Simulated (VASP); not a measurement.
BN, 54 atoms in the cell. It takes space group F-43m (No. 216, cubic). Conventional cell: a = 3.626 Å, b = 3.626 Å, c = 3.626 Å, α = 90.00°, β = 90.00°, γ = 90.00°. B (site symmetry -43m) has 4 N at 1.57 Å within 2.1 Å. N (site symmetry -43m) has 4 B at 1.57 Å within 2.1 Å. 

- Program: VASP 6.6.1
- Task: single point
- Functional: PBE
- Potentials or basis: VASP PAW PBE potentials, release 64 (B, N)
- Cutoff: 520 eV
- k mesh: 2 × 2 × 2
- Occupations: gaussian, width 0.05 eV
- Spin: no spin polarisation
- Dipole correction: no
- Further INCAR settings: LREAL = Auto; ALGO = Normal; EDIFF = 1e-06; NBANDS = 141

Potentials or basis: VASP PAW PBE potentials, release 64 (B, N).

Run with:

```console
$ cat potpaw_PBE.64/B/POTCAR potpaw_PBE.64/N/POTCAR > POTCAR
$ mpirun -np 1 vasp_std > vasp.out
```

Hardware: 1 thread of Intel(R) Xeon(R) 6975P-C (Granite Rapids), with other jobs on the host.

Problem. How long does it take, and how much memory?

Solution. It took 4.5 min on 1 thread of Intel(R) Xeon(R) 6975P-C (Granite Rapids), on a shared host, peak memory 0.51 GiB. Counts: scf iterations 14, k points 3.
